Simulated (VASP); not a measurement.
# CuO in VASP: a series of runs, part 2 of 2

VASP 6.6.1. The steps go on from the part before.

## Step 3: Single point, PBE

This run uses another cell than the first one, of 10.82 Å³/atom.

File INCAR:

```
SYSTEM = CuO
ALGO     = Normal         ! electronic algorithm
EDIFF    = 1E-6           ! SCF threshold, eV
ENCUT    = 520            ! plane-wave cutoff, eV
GGA      = PE             ! functional
ISIF     = 2              ! what is computed and relaxed
ISMEAR   = -1             ! smearing method
LASPH    = .TRUE.         ! aspherical terms in the spheres
LCHARG   = .FALSE.        ! write CHGCAR
LREAL    = .FALSE.        ! projectors in reciprocal space
LWAVE    = .FALSE.        ! write WAVECAR
NBANDS   = 25             ! bands
NELM     = 80             ! most SCF steps
PREC     = Accurate       ! precision mode
SIGMA    = 0.05           ! smearing width, eV
```

File KPOINTS:

```
k-points
0
G
  10 10 5
  0 0 0
```

File POSCAR:

```
CuO
1.0
    2.0562679576     -2.0425157208      0.1606296889
    2.0562679576      2.0425157208      0.1606296889
   -0.4080927441      0.0000000000      5.1218691050
Cu O
2 2
Direct
    0.4942112495     -0.0057360771      0.5018497100
   -0.0057360771      0.4942112495      0.0018497100
    0.4938369742      0.4946878534      0.7518502900
    0.4946878534      0.4938369742      0.2518502900
```

Potentials or basis: VASP PAW PBE potentials, release 64 (Cu, O).

Started as:

```
$ cat potpaw_PBE.64/Cu/POTCAR potpaw_PBE.64/O/POTCAR > POTCAR
$ mpirun -np 1 vasp_std > vasp.out
```

OUTCAR:

```text
SYSTEM = CuO
   EDIFF = 1E-6
   ENCUT = 520
   GGA = PE
   ISIF = 2
   ISMEAR = -1
   LASPH = .TRUE.
   LREAL = .FALSE.
   NELM = 80
   PREC = Accurate

 ion  position               nearest neighbor table
   1  0.494  0.994  0.502-   3 1.94   4 1.94   4 1.94   3 1.94
   2  0.994  0.494  0.002-   4 1.94   3 1.94   3 1.94   4 1.94
   3  0.494  0.495  0.752-   1 1.94   2 1.94   2 1.94   1 1.94
   4  0.495  0.494  0.252-   2 1.94   1 1.94   1 1.94   2 1.94

  LATTYP: Found a base centered monoclinic cell.
 ALAT       =     4.1250647561
 B/A-ratio  =     0.9902951064
 C/A-ratio  =     1.2455807107
 COS(beta)  =    -0.0015497799
[... 872 lines left out ...]
  --------------------------------------------------------------------------------------
  -------------------------------------------------------------------------------------
  Total        1.5141292      1.5316325      1.6447472      0.0000000      0.0000000     -0.0065343
  in kB       56.0370426     56.6848300     60.8711413      0.0000000      0.0000000     -0.2418290
  external PRESSURE =      57.8643380 kB  Pullay stress =       0.0000000 kB

 VOLUME and BASIS-vectors are now :
 -----------------------------------------------------------------------------
  energy-cutoff  :      520.00
  volume of cell :       43.29
      direct lattice vectors                 reciprocal lattice vectors
     2.056267958 -2.042515721  0.160629689     0.241654887 -0.244796157  0.019254222
     2.056267958  2.042515721  0.160629689     0.241654887  0.244796157  0.019254222
    -0.408092744  0.000000000  5.121869105    -0.015157337  0.000000000  0.194033541

 POSITION                                       TOTAL-FORCE (eV/Angst)
 -----------------------------------------------------------------------------------
      2.85590      1.02137      2.80950         0.000322     -0.000519      0.000530
      3.05995     -1.02137      0.24857         0.000322      0.000519      0.000530
      1.72585      0.00174      4.00967        -0.000322      0.000671     -0.000530
      1.92989     -0.00174      1.44873        -0.000322     -0.000671     -0.000530
 -----------------------------------------------------------------------------------
    total drift:                               -0.000639      0.000000      0.000885

  FREE ENERGIE OF THE ION-ELECTRON SYSTEM (eV)
  ---------------------------------------------------
  free  energy   TOTEN  =       -19.7072378035 eV

  energy  without entropy=      -19.6862785022  energy(sigma->0) =      -19.69675815
```

stdout:

```text
POSCAR found type information on POSCAR CuO
 POSCAR found :  2 types and       4 ions
 scaLAPACK will be used
 LDA part: xc-table for (Slater+PW92), standard interpolation
 POSCAR, INCAR and KPOINTS ok, starting setup
 FFT: planning ... GRIDC
 FFT: planning ... GRID_SOFT
 FFT: planning ... GRID
 WAVECAR not read
 entering main loop
```

It took 1.9 min on 1 thread of Intel Xeon Platinum 8488C (Sapphire Rapids), shared host; peak memory 0.25 GiB.

What came out:

```
Free energy            : -19.7072 eV
Pressure               : 5.8 GPa
Band gap on the k mesh : zero (bands 17 and 18 overlap by 0.93 eV)
```

Caveat: the cell stands under pressure; semilocal functionals often make such compounds metallic where correlation or magnetic order opens a gap, which also shifts bond lengths. With open d or f shells a metallic result of PBE can be an artefact of self-interaction; +U or a hybrid may open a gap.

## Step 4: Single point, PBE

This run uses another cell than the first one, of 11.04 Å³/atom.

File INCAR:

```
PREC = Accurate
ENCUT = 520
EDIFF = 1E-6
ISMEAR = -1
SIGMA = 0.05
LREAL = F
LASPH = T
NELM = 60
ALGO = Normal
ISIF = 2
LWAVE = F
LCHARG = T
GGA = PE
LELF = T
LVHAR = T
NBANDS = 25
```

File KPOINTS:

```
Automatic mesh
0
Gamma
  10 10 5
```

File POSCAR:

```
CuO
1.0
    2.0701567339     -2.0677380953      0.1633040060
    2.0701567339      2.0677380953      0.1633040060
   -0.4074195135      0.0000000000      5.1272017451
Cu O
2 2
Direct
    0.4942495219     -0.0057509384      0.5018498129
   -0.0057509384      0.4942495219      0.0018498129
    0.4941501645      0.4943512520      0.7518501871
    0.4943512520      0.4941501645      0.2518501871
```

Started as:

```
$ cat potpaw_PBE.64/Cu/POTCAR potpaw_PBE.64/O/POTCAR > POTCAR
$ mpirun -np 1 vasp_std > vasp.out
```

Wall time 2 min (1 thread of Intel Xeon Platinum 8488C (Sapphire Rapids), shared host); peak memory 0.25 GiB.

Results (log left out):

| Quantity | Value |
| --- | --- |
| Free energy | -19.7309 eV |
| Pressure | 2.7 GPa |
| Band gap on the k mesh | zero (bands 17 and 18 overlap by 0.93 eV) |

Stress tensor (GPa, compression positive):
```
 2.57  0.00 -0.02
 0.00  2.61  0.00
-0.02  0.00  3.01
```

Levels at points of the mesh, in eV from the Fermi level:
```
           k point  band 13  band 14  band 15  band 16  band 17  band 18  band 19  band 20  band 21  band 22
(0.00, 0.00, 0.00)    -2.40    -2.38    -2.29    -1.91     0.69     0.70     1.44     6.13     7.33    13.28
(0.50, 0.00, 0.00)    -2.28    -1.89    -1.57    -1.49     0.24     0.49     3.72     5.90     6.51    10.97
(0.50, 0.50, 0.00)    -2.35    -2.35    -1.60    -1.19    -1.19     1.15     2.15     7.22     9.85     9.92
```

Caveat: semilocal functionals often make such compounds metallic where correlation or magnetic order opens a gap, which also shifts bond lengths.

## Step 5: Overview

| level | potentials or basis | cell | cutoff (eV) | gap on the mesh (eV) | pressure (GPa) |
| --- | --- | --- | --- | --- | --- |
| r2SCAN+D3(BJ) | VASP PAW PBE potentials, release 64 (Cu_sv_GW, O) | a = 2.878, b = 2.878, c = 5.119 Å, angles 90.0, 90.0, 89.9°, 4 atoms, atomic positions A | 770 | none | -2.0 |
| PBE | VASP PAW PBE potentials, release 64 (Cu, O) | a = 2.903, b = 2.903, c = 5.138 Å, angles 90.1, 90.1, 89.4°, 4 atoms, atomic positions B | 520 | none | 5.8 |
| PBE | VASP PAW PBE potentials, release 64 (Cu, O) | a = 2.930, b = 2.930, c = 5.143 Å, angles 90.0, 90.0, 89.8°, 4 atoms, atomic positions C | 520 | none | 2.7 |

Alike in all rows: task single point; no spin polarisation; k mesh 10 × 10 × 5; smearing fermi-dirac 0.05 eV.

Caveats: semilocal functionals often make such compounds metallic where correlation or magnetic order opens a gap, which also shifts bond lengths; the PAW data sets were made with another functional, which shifts forces and pressure a little (at least some runs); the cell stands under pressure (at least some runs).

Total energies depend on the potentials used, so only differences within one code and one set of settings carry meaning.
